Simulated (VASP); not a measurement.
Write the native input for VASP 6.6.1 that does the following.

| Quantity | Value |
| --- | --- |
| Task | single point |
| Functional | LDA |
| Potentials or basis | VASP PAW LDA potentials, release 64 (La) |
| Cutoff | 520 eV |
| k mesh | 10 × 10 × 3 |
| Occupations | gaussian, width 0.01 eV |
| Spin | no spin polarisation |
| Dipole correction | no |
| Further INCAR settings | ALGO = Normal; EDIFF = 1e-06; NBANDS = 30 |

The structure of La lies in POSCAR:

```
La
1.0
    3.5996230182      0.0000000000      0.0000000000
   -1.7998115091      3.1173649778      0.0000000000
    0.0000000000      0.0000000000     11.5524372057
La
4
Direct
    0.0000000000      1.0000000000      0.0000000000
    1.0000000000      1.0000000000      0.5000000000
    0.3333333333      0.6666666667      0.7500000000
    0.6666666667      0.3333333333      0.2500000000
```

These files were run (other wordings do the same):

INCAR

```
  PREC = Accurate
  ENCUT = 520
  EDIFF = 1E-6
  ISMEAR = 0
  SIGMA = 0.01
  LREAL = False
  LASPH = True
  NELM = 100
  ALGO = Normal
  ISIF = 2
  LWAVE = False
  LCHARG = True
  LELF = True
  LVHAR = True
  NBANDS = 30
```

KPOINTS

```
regular mesh
0
Gamma
  10 10 3
```

Potentials or basis: VASP PAW LDA potentials, release 64 (La).

Run with:

```bash
$ cat potpaw_LDA.64/La/POTCAR > POTCAR
$ mpirun -np 1 vasp_std > vasp.out
```

Results of the run:

```json
{
 "Pressure": "-0.2 GPa",
 "Band gap on the k mesh": "zero (bands 22 and 23 overlap by 1.10 eV)"
}
```

Caveat: spin-orbit coupling is left out, which moves the levels of the heavy elements.

Run time: 87 s on 1 thread of Intel(R) Xeon(R) 6975P-C (Granite Rapids) (shared host), peak memory 0.27 GiB.
